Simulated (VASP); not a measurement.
# Mg (P6_3/mmc) in VASP: single point with r2SCAN

Aim: the single point of Mg with r2SCAN.

All numbers are computed with VASP 6.6.1; they aren't measurements. Logs are shortened: lines on timing, memory, paths and dates and some standing lists are left out, and cuts for length are marked.

### 1 The cell of the first run

It takes space group P6_3/mmc (No. 194, hexagonal). The conventional cell has a = 3.181 Å, b = 3.181 Å, c = 5.148 Å, α = 90.00°, β = 90.00°, γ = 120.00°. Within 4.2 Å of Mg (site symmetry -6m2) lie 12 Mg at 3.16 to 3.18 Å.

### 2 Single point, r2SCAN

The input, POSCAR:

```
Mg
1.0
    3.1813358610      0.0000000000      0.0000000000
   -1.5906679305      2.7551176736      0.0000000000
    0.0000000000      0.0000000000      5.1482630975
Mg
2
Direct
    0.3333333333      0.6666666667      0.2500000000
    0.6666666667      0.3333333333      0.7500000000
```

The input, INCAR.step1:

```
ALGO = Normal
EDIFF = 1E-5
ENCUT = 660
GGA = PE
GGA_COMPAT = False
ISMEAR = 1
LASPH = True
LCHARG = False
LREAL = False
LWAVE = True
NBANDS = 9
NELM = 120
PREC = Accurate
SIGMA = 0.1
```

The input, INCAR.step2:

```
ALGO = Normal
EDIFF = 1E-6
ENCUT = 660
GGA_COMPAT = False
ISIF = 2
ISMEAR = 1
ISTART = 1
LASPH = True
LCHARG = False
LMIXTAU = True
LREAL = False
LWAVE = False
METAGGA = R2SCAN
NBANDS = 9
NELM = 120
PREC = Accurate
SIGMA = 0.1
```

The input, KPOINTS:

```
k-points
0
Gamma
  21 21 12
```

Potentials or basis: VASP PAW PBE potentials, release 64 (Mg).

On the command line:

```
> cat potpaw_PBE.64/Mg/POTCAR > POTCAR
> cp INCAR.step1 INCAR
> mpirun -np 1 vasp_std > vasp.out
> cp INCAR.step2 INCAR
> mpirun -np 1 vasp_std > vasp.out
```

OUTCAR:

```text
EDIFF = 1E-6
   ENCUT = 660
   ISIF = 2
   ISMEAR = 1
   ISTART = 1
   LASPH = True
   LREAL = False
   METAGGA = R2SCAN
   NELM = 120
   PREC = Accurate

 ion  position               nearest neighbor table
   1  0.333  0.667  0.250-   2 3.16   2 3.16   2 3.16   2 3.16   2 3.16   2 3.16
   2  0.667  0.333  0.750-   1 3.16   1 3.16   1 3.16   1 3.16   1 3.16   1 3.16

  LATTYP: Found a hexagonal cell.
 ALAT       =     3.1813358610
 C/A-ratio  =     1.6182708530

  Lattice vectors:

 A1 = (   3.1813358610,   0.0000000000,   0.0000000000)
 A2 = (  -1.5906679305,   2.7551176736,   0.0000000000)
 A3 = (   0.0000000000,   0.0000000000,   5.1482630975)

Analysis of symmetry for initial positions (statically):
=====================================================================
 Subroutine PRICEL returns:
 Original cell was already a primitive cell.

 Routine SETGRP: Setting up the symmetry group for a
 hexagonal supercell.

 Subroutine GETGRP returns: Found 24 space group operations
 (whereof 12 operations were pure point group operations)
 out of a pool of 24 trial point group operations.

The static configuration has the point symmetry D_3d.
 The point group associated with its full space group is D_6h.

Analysis of symmetry for dynamics (positions and initial velocities):
=====================================================================
 Subroutine PRICEL returns:
 Original cell was already a primitive cell.

 Routine SETGRP: Setting up the symmetry group for a
 hexagonal supercell.

 Subroutine GETGRP returns: Found 24 space group operations
 (whereof 12 operations were pure point group operations)
 out of a pool of 24 trial point group operations.

The dynamic configuration has the point symmetry D_3d.
 The point group associated with its full space group is D_6h.

 Subroutine INISYM returns: Found 24 space group operations
 (whereof 12 operations are pure point group operations),
 and found     1 'primitive' translations

----------------------------------------------------------------------------------------

                                     Primitive cell

  volume of cell :      45.1243

  direct lattice vectors                    reciprocal lattice vectors
     3.181335861  0.000000000  0.000000000     0.314333363  0.181480452  0.000000000
    -1.590667930  2.755117674  0.000000000     0.000000000  0.362960903  0.000000000
     0.000000000  0.000000000  5.148263098     0.000000000  0.000000000  0.194240267

  length of vectors
     3.181335861  3.181335861  5.148263098     0.362960903  0.362960903  0.194240267

  position of ions in fractional coordinates (direct lattice)
     0.333333333  0.666666667  0.250000000
     0.666666667  0.333333333  0.750000000

  ion indices of the primitive-cell ions
   primitive index   ion index
                 1           1
                 2           2

----------------------------------------------------------------------------------------

 KPOINTS: k-points

Automatic generation of k-mesh.
 Grid dimensions read from file:
 generate k-points for:   21   21   12

 Generating k-lattice:

  Cartesian coordinates                     Fractional coordinates (reciprocal lattice)
     0.014968255  0.008641926  0.000000000     0.047619048 -0.000000000  0.000000000
     0.000000000  0.017283853  0.000000000     0.000000000  0.047619048  0.000000000
     0.000000000  0.000000000  0.016186689     0.000000000  0.000000000  0.083333333

  Length of vectors
     0.017283853  0.017283853  0.016186689

  Shift w.r.t. Gamma in fractional coordinates (k-lattice)
     0.000000000  0.000000000  0.000000000

 Subroutine IBZKPT returns following result:
 ===========================================

 Found    336 irreducible k-points:

 Following reciprocal coordinates:
            Coordinates               Weight
  0.000000  0.000000  0.000000      1.000000
  0.047619  0.000000  0.000000      6.000000
  0.095238  0.000000  0.000000      6.000000
  0.142857  0.000000  0.000000      6.000000
  0.190476  0.000000  0.000000      6.000000
  0.238095  0.000000  0.000000      6.000000
[... 16 lines left out ...]
  0.142857  0.095238  0.000000     12.000000
  0.190476  0.095238  0.000000     12.000000
 [... further k-points ...]
   k-points           NKPTS =    336   k-points in BZ     NKDIM =    336   number of bands    NBANDS=      9
   number of dos      NEDOS =    301   number of ions     NIONS =      2
   total plane-waves  NPLWV =  37632
   dimension x,y,z NGX =    28 NGY =   28 NGZ =   48
   dimension x,y,z NGXF=    56 NGYF=   56 NGZF=   96
   ions per type =               2
   NGX,Y,Z   is equivalent  to a cutoff of  14.63, 14.63, 15.50 a.u.
   NGXF,Y,Z  is equivalent  to a cutoff of  29.26, 29.26, 31.00 a.u.
 SYSTEM =  unknown system
   PREC   = accura    normal or accurate (medium, high low for compatibility)
   ISTART =      1    job   : 0-new  1-cont  2-samecut
   ICHARG =      0    charge: 1-file 2-atom 10-const
   ISPIN  =      1    spin polarized calculation?
   LNONCOLLINEAR =      F non collinear calculations
   LSORBIT =      F    spin-orbit coupling
   LASPH  =      T    aspherical Exc in radial PAW
   ENCUT  =  660.0 eV  48.51 Ry    6.96 a.u.   6.66  6.66 10.78*2*pi/ulx,y,z
   NELM   =    120;   NELMIN=  2; NELMDL=  0     # of ELM steps
   EDIFF  = 0.1E-05   stopping-criterion for ELM
   LREAL  =      F    real-space projection
   EDIFFG = 0.1E-04   stopping-criterion for IOM
   NSW    =      0    number of steps for IOM
   IBRION =     -1    ionic relax: 0-MD 1-quasi-New 2-CG
   NFREE  =      0    steps in history (QN), initial steepest desc. (CG)
   ISIF   =      2    stress and relaxation
   ISYM   =      2    0-nonsym 1-usesym 2-fastsym
   POTIM  = 0.5000    time-step for ionic-motion
   TEBEG  =    0.0;   TEEND  =   0.0 temperature during run
   PSTRESS=    0.0 pullay stress
   NELECT =       4.0000    total number of electrons
   NUPDOWN=      -1.0000    fix difference up-down
   EMIN   =  10.00;   EMAX   =-10.00  energy-range for DOS
   EFERMI =   0.00;   METHOD = LEGACY
   ISMEAR =     1;   SIGMA  =   0.10  broadening in eV -4-tet -1-fermi 0-gaus
   EFERMI_NEDOS =   21; number of points for ismear=-14 and -15
   IALGO  =     38    algorithm
   IMIX   =      4    mixing-type and parameters
     AMIX     =   0.40;   BMIX     =  1.00
     AMIX_MAG =   1.60;   BMIX_MAG =  1.00
  volume/ion in A,a.u.               =      22.56       152.26
  Fermi-wavevector in a.u.,A,eV,Ry     =   0.729947  1.379400  7.249493  0.532823
  Thomas-Fermi vector in A             =   1.821795
   LORBIT       =      0    0 simple, 1 ext, 2 COOP (PROOUT), +10 PAW based schemes
   METAGGA = R2SCAN    functional components
   LHFCALC =     F    Hartree Fock is set to
   AEXX    =    0.0000 exact exchange contribution
   IVDW    =     0    specifies the selected vdW correction
   LEPSILON=     F    determine dielectric tensor
   LRPA    =     F    only Hartree local field effects (RPA)
 non-spin polarized calculation
 Methfessel and Paxton  Order N= 1 SIGMA  =   0.10
  energy-cutoff  :      660.00
  volume of cell :       45.12
 maximum number of plane-waves:      1764
 NGX is ok and might be reduce to    28
   NGX = 13   NGY = 13   NGZ = 21

 number of electron       4.0000000 magnetization

 Free energy of the ion-electron system (eV)
  ---------------------------------------------------
  ext. energy  EPLUGINS =         0.00000000
  ---------------------------------------------------
  free energy    TOTEN  =        -8.29825925 eV

  energy without entropy =       -8.29856010  energy(sigma->0) =       -8.29835953

 E-fermi :   2.7309     XC(G=0):  -9.0953

 val. band max:        2.7268935675   @ k =   0.2857   0.0476   0.0000
 cond. band min:       2.7574503740   @ k =   0.1429   0.1429   0.0000
 fundamental gap:      0.0305568065
 Fermi energy:         2.7308809063

 k-point     1 :       0.0000    0.0000    0.0000
  band No.  band energies     occupation
      1      -4.7287      2.00000
      2       0.8206      2.00000
      3       1.5736      2.00000
      4      14.5061      0.00000
      5      14.5061      0.00000
      6      14.6919      0.00000
      7      14.6919      0.00000
      8      15.4601      0.00000
      9      17.3302      0.00000

 k-point     2 :       0.0476    0.0000    0.0000
  band No.  band energies     occupation
      1      -4.6807      2.00000
      2       0.8649      2.00000
      3       1.6193      2.00000
      4      13.2534      0.00000
      5      13.7996      0.00000
      6      14.5855      0.00000
      7      15.4614      0.00000
      8      16.0925      0.00000
      9      17.8772      0.00000

 k-point     3 :       0.0952    0.0000    0.0000
  band No.  band energies     occupation
      1      -4.5368      2.00000
      2       0.9976      2.00000
      3       1.7556      2.00000
      4      11.6850      0.00000
      5      13.0822      0.00000
      6      13.9166      0.00000
      7      16.3390      0.00000
      8      16.4886      0.00000
      9      16.7180      0.00000

 k-point     4 :       0.1429    0.0000    0.0000
  band No.  band energies     occupation
      1      -4.2975      2.00000
      2       1.2190      2.00000
      3       1.9804      2.00000
      4      10.1277      0.00000
      5      12.4415      0.00000
      6      13.1477      0.00000
      7      15.1789      0.00000
      8      16.0878      0.00000
      9      17.0494      0.00000
[... 205 lines left out ...]
 k-point    22 :       0.0952    0.0952    0.0000
  band No.  band energies     occupation
      1      -4.1542      2.00000
      2       1.3519      2.00000
      3       2.1138      2.00000
      4      10.0310      0.00000
      5      10.4944      0.00000
      6      14.9935      0.00000
      7      15.0127      0.00000
      8      15.3158      0.00000
      9      15.7474      0.00000

 k-point    23 :       0.1429    0.0952    0.0000
  band No.  band energies     occupation
      1      -3.8206      2.00000
      2       1.6621      2.00000
      3       2.4194      2.00010
      4       8.6987      0.00000
      5       9.7177      0.00000
      6      13.7166      0.00000
      7      14.1061      0.00000
      8      14.8908      0.00000
      9      15.3949      0.00000

 k-point    24 :       0.1905    0.0952    0.0000
  band No.  band energies     occupation
      1      -3.3934      2.00000
      2       2.0612      2.00000
      3       2.7965      0.11276
      4       7.3121      0.00000
      5       9.1481      0.00000
      6      12.3221      0.00000
      7      13.0402      0.00000
      8      14.2937      0.00000
      9      15.1300      0.00000

 [... further k-points ...]
[... 5 lines left out ...]
  --------------------------------------------------------------------------------------
  -------------------------------------------------------------------------------------
  Total       -0.0729753     -0.0729753     -0.0746743      0.0000000     -0.0000000      0.0000000
  in kB       -2.5910514     -2.5910514     -2.6513763      0.0000000     -0.0000000      0.0000000
  external PRESSURE =      -2.6111597 kB  Pullay stress =       0.0000000 kB

 VOLUME and BASIS-vectors are now :
 -----------------------------------------------------------------------------
  energy-cutoff  :      660.00
  volume of cell :       45.12
      direct lattice vectors                 reciprocal lattice vectors
     3.181335861  0.000000000  0.000000000     0.314333363  0.181480452  0.000000000
    -1.590667930  2.755117674  0.000000000     0.000000000  0.362960903  0.000000000
     0.000000000  0.000000000  5.148263098     0.000000000  0.000000000  0.194240267

 POSITION                                       TOTAL-FORCE (eV/Angst)
 -----------------------------------------------------------------------------------
     -0.00000      1.83675      1.28707         0.000000      0.000000      0.000000
      1.59067      0.91837      3.86120        -0.000000     -0.000000      0.000000
 -----------------------------------------------------------------------------------
    total drift:                                0.000000     -0.000000      0.000000

  FREE ENERGIE OF THE ION-ELECTRON SYSTEM (eV)
  ---------------------------------------------------
  free  energy   TOTEN  =        -8.2982592467 eV

  energy  without entropy=       -8.2985600960  energy(sigma->0) =       -8.29835953
```

It took 16 min on 1 thread of Intel Xeon 8259CL, shared host; peak memory 0.34 GiB.

What came out:

| Item | Value |
| --- | --- |
| Free energy | -8.2983 eV |
| Pressure | -0.3 GPa |
| Band gap on the k mesh | zero (band 2 reaches 3.89 eV, above the bottom of band 3 at 1.57 eV) |

Caveat: the PAW data sets were made with another functional, which shifts forces and pressure a little.
